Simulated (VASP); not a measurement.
# BN (C222_1) in VASP: a series of runs, part 2 of 2

VASP 6.6.1. Earlier steps stand in the parts before.

## Step 3: Single point, PBE (atoms displaced along a vibrational mode)

File INCAR:

```
PREC = Accurate
ENCUT = 600
EDIFF = 1E-6
ISMEAR = 0
SIGMA = 0.05
LREAL = F
LASPH = T
NELM = 120
ALGO = Normal
ISIF = 2
LWAVE = F
LCHARG = F
GGA = PE
NBANDS = 16
GGA_COMPAT = F
```

File KPOINTS:

```
regular mesh
0
Gamma
  10 10 6
```

File POSCAR:

```
BN
1.0
    0.0000000000     -1.8130010000     -1.8130010000
    0.0000000000      1.8130010000     -1.8130010000
    3.6260020000      0.0000000000      0.0000000000
B N
2 2
Direct
    0.5413678757      0.4586321243      0.5000000000
   -0.0413678757      0.0413678757      0.0000000000
    0.0367540821      0.5367540821      0.2500000000
    0.4632459179     -0.0367540821      0.7500000000
```

Potentials or basis: VASP PAW PBE potentials, release 64 (B, N).

Run with:

```sh
$ cat potpaw_PBE.64/B/POTCAR potpaw_PBE.64/N/POTCAR > POTCAR
$ mpirun -np 1 vasp_std > vasp.out
```

OUTCAR:

```text
PREC = Accurate
   ENCUT = 600
   EDIFF = 1E-6
   ISMEAR = 0
   LREAL = F
   LASPH = T
   NELM = 120
   ISIF = 2
   GGA = PE

 ion  position               nearest neighbor table
   1  0.541  0.459  0.500-   3 1.57   4 1.57   4 1.59   3 1.59
   2  0.959  0.041  0.000-   3 1.57   4 1.57   4 1.59   3 1.59
   3  0.037  0.537  0.250-   1 1.57   2 1.57   1 1.59   2 1.59
   4  0.463  0.963  0.750-   1 1.57   2 1.57   1 1.59   2 1.59

  LATTYP: Found a simple tetragonal cell.
 ALAT       =     2.5639706028
 C/A-ratio  =     1.4142135624

  Lattice vectors:

 A1 = (   0.0000000000,  -1.8130010000,  -1.8130010000)
 A2 = (   0.0000000000,   1.8130010000,  -1.8130010000)
 A3 = (   3.6260020000,   0.0000000000,   0.0000000000)

Analysis of symmetry for initial positions (statically):
=====================================================================
 Subroutine PRICEL returns:
 Original cell was already a primitive cell.

 Routine SETGRP: Setting up the symmetry group for a
 simple tetragonal supercell.

 Subroutine GETGRP returns: Found  4 space group operations
 (whereof  2 operations were pure point group operations)
 out of a pool of 16 trial point group operations.

The static configuration has the point symmetry C_2 .
 The point group associated with its full space group is D_2 .

Analysis of symmetry for dynamics (positions and initial velocities):
=====================================================================
 Subroutine PRICEL returns:
 Original cell was already a primitive cell.

 Routine SETGRP: Setting up the symmetry group for a
 simple tetragonal supercell.

 Subroutine GETGRP returns: Found  4 space group operations
 (whereof  2 operations were pure point group operations)
 out of a pool of 16 trial point group operations.

The dynamic configuration has the point symmetry C_2 .
 The point group associated with its full space group is D_2 .

 Subroutine INISYM returns: Found  4 space group operations
 (whereof  2 operations are pure point group operations),
 and found     1 'primitive' translations

----------------------------------------------------------------------------------------

                                     Primitive cell

  volume of cell :      23.8371

  direct lattice vectors                    reciprocal lattice vectors
     0.000000000 -1.813001000 -1.813001000     0.000000000 -0.275785838 -0.275785838
     0.000000000  1.813001000 -1.813001000     0.000000000  0.275785838 -0.275785838
     3.626002000  0.000000000  0.000000000     0.275785838  0.000000000  0.000000000

  length of vectors
     2.563970603  2.563970603  3.626002000     0.390020072  0.390020072  0.275785838

  position of ions in fractional coordinates (direct lattice)
     0.541367876  0.458632124  0.500000000
     0.958632124  0.041367876  0.000000000
     0.036754082  0.536754082  0.250000000
     0.463245918  0.963245918  0.750000000

  ion indices of the primitive-cell ions
   primitive index   ion index
                 1           1
                 2           2
                 3           3
                 4           4

----------------------------------------------------------------------------------------

 KPOINTS: regular mesh

Automatic generation of k-mesh.
 Grid dimensions read from file:
 generate k-points for:   10   10    6

 Generating k-lattice:

  Cartesian coordinates                     Fractional coordinates (reciprocal lattice)
     0.000000000 -0.027578584 -0.027578584     0.100000000  0.000000000  0.000000000
     0.000000000  0.027578584 -0.027578584     0.000000000  0.100000000  0.000000000
     0.045964306  0.000000000  0.000000000     0.000000000  0.000000000  0.166666667

  Length of vectors
     0.039002007  0.039002007  0.045964306

  Shift w.r.t. Gamma in fractional coordinates (k-lattice)
     0.000000000  0.000000000  0.000000000

 Subroutine IBZKPT returns following result:
 ===========================================

 Found    124 irreducible k-points:

 Following reciprocal coordinates:
            Coordinates               Weight
  0.000000  0.000000  0.000000      1.000000
  0.100000  0.000000  0.000000      4.000000
  0.200000  0.000000  0.000000      4.000000
  0.300000  0.000000  0.000000      4.000000
  0.400000  0.000000  0.000000      4.000000
  0.500000  0.000000  0.000000      2.000000
[... 16 lines left out ...]
  0.300000  0.300000  0.000000      2.000000
 -0.300000  0.300000  0.000000      2.000000
 [... further k-points ...]
   k-points           NKPTS =    124   k-points in BZ     NKDIM =    124   number of bands    NBANDS=     16
   number of dos      NEDOS =    301   number of ions     NIONS =      4
   total plane-waves  NPLWV =  12000
   dimension x,y,z NGX =    20 NGY =   20 NGZ =   30
   dimension x,y,z NGXF=    40 NGYF=   40 NGZF=   60
   ions per type =               2   2
   NGX,Y,Z   is equivalent  to a cutoff of  12.97, 12.97, 13.75 a.u.
   NGXF,Y,Z  is equivalent  to a cutoff of  25.94, 25.94, 27.51 a.u.
 SYSTEM =  unknown system
   PREC   = accura    normal or accurate (medium, high low for compatibility)
   ISTART =      0    job   : 0-new  1-cont  2-samecut
   ICHARG =      2    charge: 1-file 2-atom 10-const
   ISPIN  =      1    spin polarized calculation?
   LNONCOLLINEAR =      F non collinear calculations
   LSORBIT =      F    spin-orbit coupling
   LASPH  =      T    aspherical Exc in radial PAW
   ENCUT  =  600.0 eV  44.10 Ry    6.64 a.u.   5.12  5.12  7.24*2*pi/ulx,y,z
   NELM   =    120;   NELMIN=  2; NELMDL= -5     # of ELM steps
   EDIFF  = 0.1E-05   stopping-criterion for ELM
   LREAL  =      F    real-space projection
   EDIFFG = 0.1E-04   stopping-criterion for IOM
   NSW    =      0    number of steps for IOM
   IBRION =     -1    ionic relax: 0-MD 1-quasi-New 2-CG
   NFREE  =      0    steps in history (QN), initial steepest desc. (CG)
   ISIF   =      2    stress and relaxation
   ISYM   =      2    0-nonsym 1-usesym 2-fastsym
   POTIM  = 0.5000    time-step for ionic-motion
   TEBEG  =    0.0;   TEEND  =   0.0 temperature during run
   PSTRESS=    0.0 pullay stress
   NELECT =      16.0000    total number of electrons
   NUPDOWN=      -1.0000    fix difference up-down
   EMIN   =  10.00;   EMAX   =-10.00  energy-range for DOS
   EFERMI =   0.00;   METHOD = LEGACY
   ISMEAR =     0;   SIGMA  =   0.05  broadening in eV -4-tet -1-fermi 0-gaus
   EFERMI_NEDOS =   21; number of points for ismear=-14 and -15
   IALGO  =     38    algorithm
   IMIX   =      4    mixing-type and parameters
     AMIX     =   0.40;   BMIX     =  1.00
     AMIX_MAG =   1.60;   BMIX_MAG =  1.00
  volume/ion in A,a.u.               =       5.96        40.22
  Fermi-wavevector in a.u.,A,eV,Ry     =   1.433387  2.708709 27.954506  2.054598
  Thomas-Fermi vector in A             =   2.552911
   LORBIT       =      0    0 simple, 1 ext, 2 COOP (PROOUT), +10 PAW based schemes
   GGA     = PE    functional components
   LHFCALC =     F    Hartree Fock is set to
   AEXX    =    0.0000 exact exchange contribution
   IVDW    =     0    specifies the selected vdW correction
   LEPSILON=     F    determine dielectric tensor
   LRPA    =     F    only Hartree local field effects (RPA)
 non-spin polarized calculation
 Gauss-broadening in eV      SIGMA  =   0.05
  energy-cutoff  :      600.00
  volume of cell :       23.84
 maximum number of plane-waves:       830
   NGX = 11   NGY = 11   NGZ = 15

 number of electron      15.9999995 magnetization

 Free energy of the ion-electron system (eV)
  ---------------------------------------------------
  ext. energy  EPLUGINS =         0.00000000
  ---------------------------------------------------
  free energy    TOTEN  =       -34.04341222 eV

  energy without entropy =      -34.04341222  energy(sigma->0) =      -34.04341222

 E-fermi :   7.7710     XC(G=0): -12.8217

 val. band max:        7.4976961739   @ k =   0.0000   0.0000   0.0000
 cond. band min:      11.2041730359   @ k =   0.5000   0.5000   0.0000
 fundamental gap:      3.7064768620
 Fermi energy:         7.7709518615

 k-point     1 :       0.0000    0.0000    0.0000
  band No.  band energies     occupation
      1     -12.7954      2.00000
      2      -7.2185      2.00000
      3      -1.5243      2.00000
      4       2.6334      2.00000
      5       2.7951      2.00000
      6       7.1245      2.00000
[... 8 lines left out ...]
     15      23.7228      0.00000
     16      24.4121      0.00000
[... 420 lines left out ...]
  band No.  band energies     occupation
      1     -10.0365      2.00000
      2      -6.9049      2.00000
      3      -0.5648      2.00000
      4       0.7234      2.00000
      5       1.1388      2.00000
      6       2.3577      2.00000
[... 8 lines left out ...]
     15      22.4663      0.00000
     16      23.6660      0.00000

 [... further k-points ...]
[... 5 lines left out ...]
  --------------------------------------------------------------------------------------
  -------------------------------------------------------------------------------------
  Total        0.5419915     -0.6591992     -0.3761392      0.0000000      0.0000000      0.0000000
  in kB       36.4291406    -44.3070791    -25.2816285      0.0000000      0.0000000      0.0000000
  external PRESSURE =     -11.0531890 kB  Pullay stress =       0.0000000 kB

 VOLUME and BASIS-vectors are now :
 -----------------------------------------------------------------------------
  energy-cutoff  :      600.00
  volume of cell :       23.84
      direct lattice vectors                 reciprocal lattice vectors
     0.000000000 -1.813001000 -1.813001000     0.000000000 -0.275785838 -0.275785838
     0.000000000  1.813001000 -1.813001000     0.000000000  0.275785838 -0.275785838
     3.626002000  0.000000000  0.000000000     0.275785838  0.000000000  0.000000000

 POSITION                                       TOTAL-FORCE (eV/Angst)
 -----------------------------------------------------------------------------------
      1.81300     -0.15000     -1.81300         0.000000      2.772207      0.000000
      0.00000     -1.66300     -1.81300         0.000000     -2.772207      0.000000
      0.90650      0.90650     -1.03977         0.000000      0.000000      3.312010
      2.71950      0.90650     -2.58623        -0.000000      0.000000     -3.312010
 -----------------------------------------------------------------------------------
    total drift:                                0.000000     -0.000000      0.000000

  FREE ENERGIE OF THE ION-ELECTRON SYSTEM (eV)
  ---------------------------------------------------
  free  energy   TOTEN  =       -34.0434122166 eV

  energy  without entropy=      -34.0434122166  energy(sigma->0) =      -34.04341222
```

OSZICAR:

```text
N       E                     dE             d eps       ncg     rms          rms(c)
DAV:   1     0.483471565634E+02    0.48347E+02   -0.90265E+03  3968   0.109E+03
DAV:   2    -0.330977483129E+02   -0.81445E+02   -0.75117E+02  5648   0.259E+02
DAV:   3    -0.358641815895E+02   -0.27664E+01   -0.27573E+01  4704   0.445E+01
DAV:   4    -0.358715883197E+02   -0.74067E-02   -0.74061E-02  4848   0.257E+00
DAV:   5    -0.358716090616E+02   -0.20742E-04   -0.20742E-04  4624   0.127E-01    0.925E+00
DAV:   6    -0.341778343531E+02    0.16938E+01   -0.22397E+00  5352   0.143E+01    0.431E+00
DAV:   7    -0.340707832353E+02    0.10705E+00   -0.30113E-01  4904   0.452E+00    0.270E+00
DAV:   8    -0.340446527349E+02    0.26131E-01   -0.50622E-02  5064   0.187E+00    0.265E-01
DAV:   9    -0.340431930114E+02    0.14597E-02   -0.23248E-03  5000   0.642E-01    0.141E-01
DAV:  10    -0.340434074528E+02   -0.21444E-03   -0.50953E-04  4832   0.191E-01    0.272E-02
DAV:  11    -0.340434095525E+02   -0.20997E-05   -0.30498E-05  5072   0.536E-02    0.157E-02
DAV:  12    -0.340434121355E+02   -0.25830E-05   -0.42388E-06  4704   0.212E-02    0.248E-03
DAV:  13    -0.340434122166E+02   -0.81060E-07   -0.22335E-07  1992   0.582E-03
   1 F= -.34043412E+02 E0= -.34043412E+02  d E =-.502305E-17
```

Run time: 32 s. Hardware: 1 thread of AMD EPYC 7R13 (Zen 3), shared host; peak memory 0.13 GiB.

What came out:

```yaml
Free_energy: -34.0434 eV
Pressure: -1.1 GPa
Largest_force: 3.312 eV/Å
Band_gap_on_the_k_mesh: 3.71 eV (least direct gap 4.00 eV)
```

Forces in eV/Å, atoms in the order of the input:
```
B    0.000  2.772  0.000
B    0.000 -2.772  0.000
N    0.000  0.000  3.312
N    0.000  0.000 -3.312
```

Levels at points of the mesh, in eV from the valence-band top:
```tsv
k point	band 5	band 6	band 7	band 8	band 9	band 10	band 11	band 12
(0.00, 0.00, 0.00)	-4.70	-0.37	-0.32	0.00	4.00	8.12	8.77	9.19
(0.50, 0.00, 0.00)	-6.27	-4.90	-2.18	-1.99	9.03	9.68	10.57	12.14
(0.50, 0.50, 0.00)	-4.94	-4.81	-4.77	-4.76	3.71	3.87	8.45	8.51
(0.00, 0.00, 0.50)	-2.97	-2.97	-2.70	-2.70	6.34	6.34	10.03	10.03
(0.50, 0.00, 0.50)	-1.97	-1.97	-1.89	-1.89	8.98	8.98	10.13	10.13
(0.50, 0.50, 0.50)	-7.03	-7.03	-6.17	-6.17	8.47	8.47	12.13	12.13
```

Caveat: the cell differs from its parent crystal (atoms displaced along a vibrational mode); the stress differs along the axes, from -4 to 4 GPa; forces of over 1 eV/Å act on the atoms, so gaps and moduli don't describe the material at rest. A k mesh can miss the band edges.
